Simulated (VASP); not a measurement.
Crystal: Ga2GeTeSe.

```
Ga Ge Te Se
1.0
     1.89133   -3.82071    0.00000
     1.89133    3.82071    0.00000
     0.00000    0.00000    8.22969
Ga Ge Te Se
2 1 1 1
Direct
  0.24546 0.75454 0.00000
  0.75454 0.24546 0.00000
  0.00000 0.00000 0.00000
  0.50000 0.50000 0.50000
  0.50000 0.50000 0.00000
```

```yaml
Program: VASP 6.6.1
Task: relaxation of cell and atoms
Functional: PBE
Potentials_or_basis: VASP PAW PBE potentials, release 64 (Ga_d, Ge_d, Te, Se)
Cutoff: 600 eV
k_mesh: 6 × 6 × 2
Occupations: gaussian, width 0.1 eV
Spin: no spin polarisation
```

At the start: pressure 102.0 GPa; volume 23.79 Å³/atom.

Q: How do energy, volume and symmetry change on relaxing?

A: Over 18 steps the energy falls by 5345.6 meV/atom and the volume is 33.95 Å³/atom (+42.7 %); space group Cmmm (No. 65, to 0.05 Å).

Step by step:
| step | energy change (eV) | largest force (eV/Å) | pressure (GPa) | volume (Å³) |
| --- | --- | --- | --- | --- |
| 1 | 0.0000 | 3.0335 | 101.95 | 118.94 |
| 2 | 6.3575 | 0.8633 | -34.29 | 518.51 |
| 3 | -24.0779 | 0.1810 | -4.51 | 293.55 |
| 4 | -24.5659 | 0.1058 | -3.79 | 277.15 |
| 5 | -25.2075 | 0.2257 | -1.26 | 235.49 |
| 6 | -25.2091 | 0.2477 | -1.02 | 232.78 |
| 7 | -25.4307 | 0.2113 | -1.34 | 223.93 |
| 8 | -26.0680 | 0.0211 | -1.96 | 202.90 |
| 9 | -26.2355 | 0.2963 | 1.77 | 160.26 |
| 10 | -26.5264 | 0.1510 | -1.91 | 186.63 |
| 11 | -26.6548 | 0.2798 | -0.85 | 173.48 |
| 12 | -26.6599 | 0.2510 | -1.23 | 176.69 |
| 13 | -26.6461 | 0.0624 | 1.96 | 158.88 |
| 14 | -26.7141 | 0.1693 | 0.08 | 167.95 |
| 15 | -26.7236 | 0.0703 | 0.07 | 169.05 |
| 16 | -26.7262 | 0.1011 | 0.06 | 168.71 |
| 17 | -26.7277 | 0.0605 | 0.00 | 169.22 |
| 18 | -26.7281 | 0.0191 | -0.08 | 169.76 |

Final structure:
```
CELL_PARAMETERS angstrom
2.66945 -5.23419 0.00000
2.66945 5.23419 0.00000
0.00000 0.00000 6.07482
ATOMIC_POSITIONS crystal
Ga 0.25508 0.74492 0.00000
Ga 0.74492 0.25508 0.00000
Ge 0.00000 0.00000 0.00000
Te 0.50000 0.50000 0.50000
Se 0.50000 0.50000 0.00000
```

Caveat: the k points lie up to 0.52 Å⁻¹ apart in the final cell; the volume moved by over 15 % at a fixed basis, so the end points are rough; this functional lacks dispersion, which binds the layers, so the pressure and a relaxed spacing across them are unreliable.
